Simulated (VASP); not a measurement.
A run of VASP 6.6.1:

Contents of INCAR:

```
SYSTEM = BP
PREC = Accurate
ENCUT = 500
EDIFF = 1E-6
ISMEAR = 0
SIGMA = 0.01
LREAL = .False.
LASPH = .True.
NELM = 120
ALGO = Normal
ISIF = 2
LWAVE = .False.
LCHARG = .False.
GGA = PS
NBANDS = 11
GGA_COMPAT = .False.
```

Contents of KPOINTS:

```
Automatic mesh
0
Gamma
  10 10 10
  0 0 0
```

Contents of POSCAR:

```
BP
1.0
    0.0000000000      2.2375332127      2.2705972660
    2.2375332127      0.0000000000      2.2705972660
    2.2375332127      2.2375332127      0.0000000000
B P
1 1
Direct
    0.0000000000      0.0000000000      0.0000000000
    0.2500000000      0.2500000000      0.2500000000
```

Potentials or basis: VASP PAW PBE potentials, release 64 (B, P).

Command:

```console
$ cat potpaw_PBE.64/B/POTCAR potpaw_PBE.64/P/POTCAR > POTCAR
$ mpirun -np 1 vasp_std > vasp.out
```

Hardware: 1 thread of Intel(R) Xeon(R) 6975P-C (Granite Rapids), with other jobs on the host.

Problem. Estimate the wall time of this run.

Solution. Wall time 6 s on 1 thread of Intel(R) Xeon(R) 6975P-C (Granite Rapids), with other jobs on the host, peak memory 0.14 GiB. Counts: scf iterations 12, k points 102.
